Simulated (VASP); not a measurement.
# Pd (Im-3m) in VASP: a series of runs, part 2 of 2

VASP 6.6.1. The steps go on from the part before.

## 4. Single point, r2SCAN, collinear spin (13.24 Å³/atom)

Input file POSCAR:

```
Pd
1.0
   -1.4903440701      1.4903440701      1.4903440701
    1.4903440701     -1.4903440701      1.4903440701
    1.4903440701      1.4903440701     -1.4903440701
Pd
1
Direct
    0.0000000000      0.0000000000      0.0000000000
```

Input file INCAR.step1:

```
SYSTEM = Pd
PREC = Accurate ; ENCUT = 520
ISMEAR = -1 ; SIGMA = 0.05
LREAL = .False. ; LASPH = .True.
NELM = 150 ; ISPIN = 2
MAGMOM = 0.5 ; LMAXMIX = 4
NBANDS = 15 ; GGA = PE
ALGO = Normal ; EDIFF = 1E-4
LWAVE = .True. ; LCHARG = .False.
```

Input file INCAR.step2:

```
SYSTEM = Pd
PREC = Accurate ; ENCUT = 520
EDIFF = 1E-6 ; ISMEAR = -1
SIGMA = 0.05 ; LREAL = .False.
LASPH = .True. ; NELM = 150
ALGO = Normal ; ISIF = 2
LWAVE = .False. ; LCHARG = .False.
ISPIN = 2 ; MAGMOM = 0.5
LORBIT = 11 ; LMAXMIX = 4
METAGGA = R2SCAN ; LMIXTAU = .True.
NBANDS = 15 ; ISTART = 1
```

Input file KPOINTS:

```
regular mesh
0
Gamma
  16 16 16
  0 0 0
```

The run is started by

```bash
$ cat potpaw_PBE.64/Pd/POTCAR > POTCAR
$ cp INCAR.step1 INCAR
$ mpirun -np 1 vasp_std > vasp.out
$ cp INCAR.step2 INCAR
$ mpirun -np 1 vasp_std > vasp.out
```

Run time: 2 min. Hardware: 1 thread of AMD EPYC 9R45 (Zen 5), shared host; peak memory 0.14 GiB.

Results (log left out):

* Free energy: -22.7377 eV
* Pressure: 34.1 GPa
* Band gap on the k mesh: zero (filled and empty bands overlap)
* Net moment: 0.00 μB per cell
* Valence electrons inside the program's atomic spheres: Pd 9.74

Levels at points of the mesh, in eV from the Fermi level:
Spin up:
| k point | band 1 | band 2 | band 3 | band 4 | band 5 | band 6 | band 7 | band 8 | band 9 | band 10 |
| --- | --- | --- | --- | --- | --- | --- | --- | --- | --- | --- |
| (0.00, 0.00, 0.00) | -8.12 | -3.64 | -3.64 | -3.64 | -1.28 | -1.28 | 20.52 | 20.52 | 20.52 | 22.28 |
| (0.50, 0.00, 0.00) | -6.45 | -5.12 | -1.32 | -0.96 | 0.76 | 1.45 | 9.38 | 16.14 | 19.98 | 22.28 |
| (0.50, 0.50, 0.50) | -6.52 | -6.52 | 0.27 | 0.27 | 0.27 | 10.26 | 10.26 | 10.26 | 19.84 | 19.84 |
Spin down:
| k point | band 2 | band 3 | band 4 | band 5 | band 6 | band 7 | band 8 | band 9 |
| --- | --- | --- | --- | --- | --- | --- | --- | --- |
| (0.00, 0.00, 0.00) | -3.64 | -3.64 | -3.64 | -1.28 | -1.28 | 20.52 | 20.52 | 20.52 |
| (0.50, 0.00, 0.00) | -5.12 | -1.32 | -0.96 | 0.76 | 1.45 | 9.38 | 16.14 | 19.98 |
| (0.50, 0.50, 0.50) | -6.52 | 0.27 | 0.27 | 0.27 | 10.26 | 10.26 | 10.26 | 19.84 |

Caveat: the cell stands under pressure; the PAW data sets were made with another functional, which shifts forces and pressure a little.

## 5. Single point, r2SCAN, collinear spin (13.84 Å³/atom)

Input file POSCAR:

```
Pd
1.0
   -1.5125912914      1.5125912914      1.5125912914
    1.5125912914     -1.5125912914      1.5125912914
    1.5125912914      1.5125912914     -1.5125912914
Pd
1
Direct
    0.0000000000      0.0000000000      0.0000000000
```

Input file INCAR.step1:

```
PREC = Accurate
ENCUT = 520
ISMEAR = -1
SIGMA = 0.05
LREAL = False
LASPH = True
NELM = 150
ISPIN = 2
MAGMOM = 0.5
LMAXMIX = 4
NBANDS = 15
GGA = PE
ALGO = Normal
EDIFF = 1E-4
LWAVE = True
LCHARG = False
```

Input file INCAR.step2:

```
PREC = Accurate
ENCUT = 520
EDIFF = 1E-7
ISMEAR = -1
SIGMA = 0.05
LREAL = False
LASPH = True
NELM = 150
ALGO = Normal
ISIF = 2
LWAVE = False
LCHARG = False
ISPIN = 2
MAGMOM = 0.5
LORBIT = 11
LMAXMIX = 4
METAGGA = R2SCAN
LMIXTAU = True
NBANDS = 15
ISTART = 1
```

Input file KPOINTS:

```
Automatic mesh
0
Gamma
  16 16 16
```

Potentials or basis: VASP PAW PBE potentials, release 64 (Pd).

The run is started by

```bash
$ cat potpaw_PBE.64/Pd/POTCAR > POTCAR
$ cp INCAR.step1 INCAR
$ mpirun -np 1 vasp_std > vasp.out
$ cp INCAR.step2 INCAR
$ mpirun -np 1 vasp_std > vasp.out
```

OUTCAR:

```text
PREC = Accurate
   ENCUT = 520
   EDIFF = 1E-7
   ISMEAR = -1
   LREAL = False
   LASPH = True
   NELM = 150
   ISIF = 2
   ISPIN = 2
   LORBIT = 11
   METAGGA = R2SCAN
   ISTART = 1

 ion  position               nearest neighbor table
   1  0.000  0.000  0.000-

  LATTYP: Found a body centered cubic cell.
 ALAT       =     3.0251825828

  Lattice vectors:

 A1 = (  -1.5125912914,   1.5125912914,   1.5125912914)
 A2 = (   1.5125912914,  -1.5125912914,   1.5125912914)
 A3 = (   1.5125912914,   1.5125912914,  -1.5125912914)

Analysis of symmetry for initial positions (statically):
=====================================================================
 Subroutine PRICEL returns:
 Original cell was already a primitive cell.

 Routine SETGRP: Setting up the symmetry group for a
 body centered cubic supercell.

 Subroutine GETGRP returns: Found 48 space group operations
 (whereof 48 operations were pure point group operations)
 out of a pool of 48 trial point group operations.

The static configuration has the point symmetry O_h .

Analysis of symmetry for dynamics (positions and initial velocities):
=====================================================================
 Subroutine PRICEL returns:
 Original cell was already a primitive cell.

 Routine SETGRP: Setting up the symmetry group for a
 body centered cubic supercell.

 Subroutine GETGRP returns: Found 48 space group operations
 (whereof 48 operations were pure point group operations)
 out of a pool of 48 trial point group operations.

The dynamic configuration has the point symmetry O_h .

Analysis of structural, dynamic, and magnetic symmetry:
=====================================================================
 Subroutine PRICEL returns:
 Original cell was already a primitive cell.

 Routine SETGRP: Setting up the symmetry group for a
 body centered cubic supercell.

 Subroutine GETGRP returns: Found 48 space group operations
 (whereof 48 operations were pure point group operations)
 out of a pool of 48 trial point group operations.

The overall configuration has the point symmetry O_h .

 Subroutine INISYM returns: Found 48 space group operations
[... 153 lines left out ...]
      1       3.0250      1.00000
      2       7.3618      1.00000
      3       7.3618      1.00000
      4       7.3619      1.00000
      5       9.5733      1.00000
      6       9.5733      1.00000
      7      31.2145      0.00000
      8      31.2145      0.00000
      9      31.2145      0.00000
     10      33.1609      0.00000
     11      40.7959      0.00000
     12      40.7959      0.00000
     13      42.2815      0.00000
     14      42.2815      0.00000
[... 403 lines left out ...]
      4       9.2010      1.00000
      5      10.0000      1.00000
      6      12.5466      0.00000
      7      24.1827      0.00000
      8      25.8293      0.00000
      9      30.4597      0.00000
     10      33.2056      0.00000
     11      34.8510      0.00000
     12      39.3115      0.00000
     13      42.3522      0.00000
     14      44.3572      0.00000
     15      45.0227      0.00000

 [... further k-points ...]

 spin component 2

 k-point     1 :       0.0000    0.0000    0.0000
  band No.  band energies     occupation
      1       3.0250      1.00000
      2       7.3618      1.00000
      3       7.3618      1.00000
      4       7.3618      1.00000
      5       9.5733      1.00000
      6       9.5733      1.00000
      7      31.2145      0.00000
      8      31.2145      0.00000
      9      31.2145      0.00000
     10      33.1608      0.00000
     11      40.7959      0.00000
     12      40.7959      0.00000
     13      42.2815      0.00000
     14      42.2815      0.00000
[... 403 lines left out ...]
      4       9.2010      1.00000
      5      10.0000      1.00000
      6      12.5466      0.00000
      7      24.1827      0.00000
      8      25.8293      0.00000
      9      30.4597      0.00000
     10      33.2055      0.00000
     11      34.8510      0.00000
     12      39.3115      0.00000
     13      42.3522      0.00000
     14      44.3572      0.00000
     15      45.0226      0.00000

 [... further k-points ...]
[... 5 lines left out ...]
  --------------------------------------------------------------------------------------
  -------------------------------------------------------------------------------------
  Total        1.7266078      1.7266078      1.7266078      0.0000000     -0.0000000      0.0000000
  in kB      199.8386623    199.8386623    199.8386623      0.0000000     -0.0000000      0.0000000
  external PRESSURE =     199.8386623 kB  Pullay stress =       0.0000000 kB

 VOLUME and BASIS-vectors are now :
 -----------------------------------------------------------------------------
  energy-cutoff  :      520.00
  volume of cell :       13.84
      direct lattice vectors                 reciprocal lattice vectors
    -1.512591291  1.512591291  1.512591291     0.000000000  0.330558561  0.330558561
     1.512591291 -1.512591291  1.512591291     0.330558561  0.000000000  0.330558561
     1.512591291  1.512591291 -1.512591291     0.330558561  0.330558561  0.000000000

 POSITION                                       TOTAL-FORCE (eV/Angst)
 -----------------------------------------------------------------------------------
      0.00000      0.00000      0.00000        -0.000000      0.000000     -0.000000
 -----------------------------------------------------------------------------------
    total drift:                               -0.000000     -0.000000      0.000000

  FREE ENERGIE OF THE ION-ELECTRON SYSTEM (eV)
  ---------------------------------------------------
  free  energy   TOTEN  =       -22.8383568534 eV

  energy  without entropy=      -22.8286352465  energy(sigma->0) =      -22.83349605

 total charge

# of ion       s       p       d       tot
------------------------------------------
    1        0.543   0.515   8.574   9.632

 magnetization (x)

# of ion       s       p       d       tot
------------------------------------------
    1       -0.000   0.000  -0.000  -0.000
```

OSZICAR.step1:

```text
N       E                     dE             d eps       ncg     rms          rms(c)
DAV:   1     0.468870501101E+02    0.46887E+02   -0.45571E+03  8780   0.596E+02
DAV:   2    -0.452151477726E+01   -0.51409E+02   -0.49307E+02 11108   0.163E+02
DAV:   3    -0.531868000672E+01   -0.79717E+00   -0.79527E+00 11668   0.199E+01
DAV:   4    -0.532064293883E+01   -0.19629E-02   -0.19627E-02 10228   0.105E+00
DAV:   5    -0.532065359031E+01   -0.10651E-04   -0.10651E-04 11542   0.674E-02    0.937E+00
DAV:   6    -0.509017171161E+01    0.23048E+00   -0.78403E-01 12634   0.571E+00    0.472E+00
DAV:   7    -0.507495139373E+01    0.15220E-01   -0.23047E-02 12158   0.879E-01    0.232E+00
DAV:   8    -0.507066825606E+01    0.42831E-02   -0.13311E-03 12109   0.255E-01    0.895E-01
DAV:   9    -0.507069560345E+01   -0.27347E-04   -0.24197E-04 11645   0.105E-01
   1 F= -.50706956E+01 E0= -.50653594E+01  d E =-.106724E-01  mag=    -0.0049
```

Run time: 2.3 min. Hardware: 1 thread of AMD EPYC 9R45 (Zen 5), shared host; peak memory 0.14 GiB.

Results:

```yaml
Free_energy: -22.8384 eV
Pressure: 20.0 GPa
Band_gap_on_the_k_mesh: zero (filled and empty bands overlap)
Net_moment: 0.00 μB per cell
Valence_electrons_inside_the_program's_atomic_spheres: Pd 9.63
```

Caveat: the cell stands under pressure; the PAW data sets were made with another functional, which shifts forces and pressure a little.

## 6. Single point, r2SCAN, collinear spin (14.44 Å³/atom)

Input file POSCAR:

```
Pd
1.0
   -1.5342026582      1.5342026582      1.5342026582
    1.5342026582     -1.5342026582      1.5342026582
    1.5342026582      1.5342026582     -1.5342026582
Pd
1
Direct
    0.0000000000      0.0000000000      0.0000000000
```

Input file INCAR.step1:

```
SYSTEM = Pd
PREC = Accurate
ENCUT = 520
ISMEAR = -1
SIGMA = 0.05
LREAL = .False.
LASPH = .True.
NELM = 150
ISPIN = 2
MAGMOM = 0.5
LMAXMIX = 4
NBANDS = 15
GGA = PE
ALGO = Normal
EDIFF = 1E-4
LWAVE = .True.
LCHARG = .False.
```

Input file INCAR.step2:

```
SYSTEM = Pd
PREC = Accurate
ENCUT = 520
EDIFF = 1E-6
ISMEAR = -1
SIGMA = 0.05
LREAL = .False.
LASPH = .True.
NELM = 150
ALGO = Normal
ISIF = 2
LWAVE = .False.
LCHARG = .False.
ISPIN = 2
MAGMOM = 0.5
LORBIT = 11
LMAXMIX = 4
METAGGA = R2SCAN
LMIXTAU = .True.
NBANDS = 15
ISTART = 1
```

Input file KPOINTS:

```
regular mesh
0
Gamma
  16 16 16
  0 0 0
```

Potentials or basis: VASP PAW PBE potentials, release 64 (Pd).

The run is started by

```bash
$ cat potpaw_PBE.64/Pd/POTCAR > POTCAR
$ cp INCAR.step1 INCAR
$ mpirun -np 1 vasp_std > vasp.out
$ cp INCAR.step2 INCAR
$ mpirun -np 1 vasp_std > vasp.out
```

OUTCAR:

```text
SYSTEM = Pd
   PREC = Accurate
   ENCUT = 520
   EDIFF = 1E-6
   ISMEAR = -1
   LREAL = .False.
   LASPH = .True.
   NELM = 150
   ISIF = 2
   ISPIN = 2
   LORBIT = 11
   METAGGA = R2SCAN
   ISTART = 1

 ion  position               nearest neighbor table
   1  0.000  0.000  0.000-

  LATTYP: Found a body centered cubic cell.
 ALAT       =     3.0684053164

  Lattice vectors:

 A1 = (  -1.5342026582,   1.5342026582,   1.5342026582)
 A2 = (   1.5342026582,  -1.5342026582,   1.5342026582)
 A3 = (   1.5342026582,   1.5342026582,  -1.5342026582)

[... 1069 lines left out ...]
  -------------------------------------------------------------------------------------
  Total        0.8174056      0.8174056      0.8174056     -0.0000000     -0.0000000      0.0000000
  in kB       90.6650674     90.6650674     90.6650674     -0.0000000     -0.0000000      0.0000000
  external PRESSURE =      90.6650674 kB  Pullay stress =       0.0000000 kB

 VOLUME and BASIS-vectors are now :
 -----------------------------------------------------------------------------
  energy-cutoff  :      520.00
  volume of cell :       14.44
      direct lattice vectors                 reciprocal lattice vectors
    -1.534202658  1.534202658  1.534202658     0.000000000  0.325902186  0.325902186
     1.534202658 -1.534202658  1.534202658     0.325902186  0.000000000  0.325902186
     1.534202658  1.534202658 -1.534202658     0.325902186  0.325902186  0.000000000

 POSITION                                       TOTAL-FORCE (eV/Angst)
 -----------------------------------------------------------------------------------
      0.00000      0.00000      0.00000         0.000000      0.000000     -0.000000
 -----------------------------------------------------------------------------------
    total drift:                               -0.000000     -0.000000      0.000000

  FREE ENERGIE OF THE ION-ELECTRON SYSTEM (eV)
  ---------------------------------------------------
  free  energy   TOTEN  =       -22.8922677228 eV

  energy  without entropy=      -22.8822576074  energy(sigma->0) =      -22.88726267

 total charge

# of ion       s       p       d       tot
------------------------------------------
    1        0.521   0.470   8.545   9.536

 magnetization (x)

# of ion       s       p       d       tot
------------------------------------------
    1        0.000   0.000  -0.000  -0.000
```

OUTCAR.step1:

```text
SYSTEM = Pd
   PREC = Accurate
   ENCUT = 520
   ISMEAR = -1
   LREAL = .False.
   LASPH = .True.
[... 1105 lines left out ...]
 -----------------------------------------------------------------------------------
      0.00000      0.00000      0.00000         0.000000     -0.000000      0.000000
 -----------------------------------------------------------------------------------
    total drift:                               -0.000000     -0.000000      0.000000

  FREE ENERGIE OF THE ION-ELECTRON SYSTEM (eV)
  ---------------------------------------------------
  free  energy   TOTEN  =        -5.1396934411 eV

  energy  without entropy=       -5.1287391067  energy(sigma->0) =       -5.13421627
```

OSZICAR.step1:

```text
N       E                     dE             d eps       ncg     rms          rms(c)
DAV:   1     0.469083905120E+02    0.46908E+02   -0.45069E+03  8756   0.591E+02
DAV:   2    -0.459076660375E+01   -0.51499E+02   -0.49320E+02 11038   0.161E+02
DAV:   3    -0.538115545442E+01   -0.79039E+00   -0.78913E+00 11794   0.198E+01
DAV:   4    -0.538325210636E+01   -0.20967E-02   -0.20965E-02  9982   0.108E+00
DAV:   5    -0.538326481436E+01   -0.12708E-04   -0.12708E-04 11730   0.744E-02    0.828E+00
DAV:   6    -0.515476905455E+01    0.22850E+00   -0.84731E-01 12676   0.584E+00    0.413E+00
DAV:   7    -0.514340582856E+01    0.11363E-01   -0.16326E-02 11915   0.744E-01    0.212E+00
DAV:   8    -0.513956910795E+01    0.38367E-02   -0.13712E-03 12214   0.232E-01    0.753E-01
DAV:   9    -0.513967757530E+01   -0.10847E-03   -0.23224E-04 11307   0.101E-01    0.493E-02
DAV:  10    -0.513969344112E+01   -0.15866E-04   -0.13876E-05  7556   0.236E-02
   1 F= -.51396934E+01 E0= -.51342163E+01  d E =-.109543E-01  mag=     0.0008
```

It took 2.1 min on 1 thread of AMD EPYC 9R45 (Zen 5), shared host; peak memory 0.14 GiB.

Results:

| Item | Value |
| --- | --- |
| Free energy | -22.8923 eV |
| Pressure | 9.1 GPa |
| Band gap on the k mesh | zero (filled and empty bands overlap) |
| Net moment | 0.00 μB per cell |
| Valence electrons inside the program's atomic spheres | Pd 9.54 |

Caveat: the cell stands under pressure; the PAW data sets were made with another functional, which shifts forces and pressure a little.

## 7. The runs side by side

| task | cell | k mesh | cutoff (eV) | gap on the mesh (eV) | pressure (GPa) | moment (μB) |
| --- | --- | --- | --- | --- | --- | --- |
| relaxation of cell and atoms | relaxed from a = 3.087 Å, 2 atoms, atomic positions A | 10 × 10 × 10 | 600 | none | 0.0 | 0.00 |
| single point | a = 2.694 Å, angles 109.5°, 1 atom, atomic positions B | 14 × 14 × 14 | 520 | none | 0.6 | 0.00 |
| single point | a = 2.581 Å, angles 109.5°, 1 atom, atomic positions B | 16 × 16 × 16 | 520 | none | 34.1 | 0.00 |
| single point | a = 2.620 Å, angles 109.5°, 1 atom, atomic positions B | 16 × 16 × 16 | 520 | none | 20.0 | 0.00 |
| single point | a = 2.657 Å, angles 109.5°, 1 atom, atomic positions B | 16 × 16 × 16 | 520 | none | 9.1 | 0.00 |

Alike in all rows: level r2SCAN; potentials or basis VASP PAW PBE potentials, release 64 (Pd); spin collinear; smearing fermi-dirac 0.05 eV.

Caveats: the PAW data sets were made with another functional, which shifts forces and pressure a little; the cell stands under pressure (at least some runs).

Absolute energies hang on the potentials; compare differences alone.
